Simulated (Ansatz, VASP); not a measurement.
# Two plane-wave programs on MnS

```
CELL_PARAMETERS angstrom
0.00000 2.56020 2.56020
2.56020 0.00000 2.56020
2.56020 2.56020 0.00000
ATOMIC_POSITIONS crystal
Mn 0.00000 0.00000 0.00000
S 0.50000 0.50000 0.50000
```

Alike in both runs: task single point; functional PBE; k mesh 6 × 6 × 6; occupations gaussian, width 0.05 eV; collinear spin.

```csv
,VASP,Ansatz
version,VASP 6.6.1,Ansatz 0.2.0
potentials or method,"VASP PAW PBE potentials, release 64 (Mn_pv, S), cutoff 520 eV","scalar-relativistic, plane waves, PAW"
valence electrons in the cell,19,21
```

|  | VASP | Ansatz | Ansatz less VASP |
| --- | --- | --- | --- |
| gap on the k mesh at the Fermi level (eV) | none | none | - |
| pressure (GPa) | -0.9 | -0.9 | -0.02 |
| net moment per atom (μB) | 2.26 | 2.26 | -0.001 |
| size of the moment on the site where the two differ most (μB) | 4.13 | 4.06 | -0.071 |

Site moments also hang on the region over which each program counts them. A gap of «none» marks a metal or a gap that the smearing closes. VASP's potentials hold 19 valence electrons a cell and Ansatz's 21, so a difference there can come from the potentials and not from the codes.
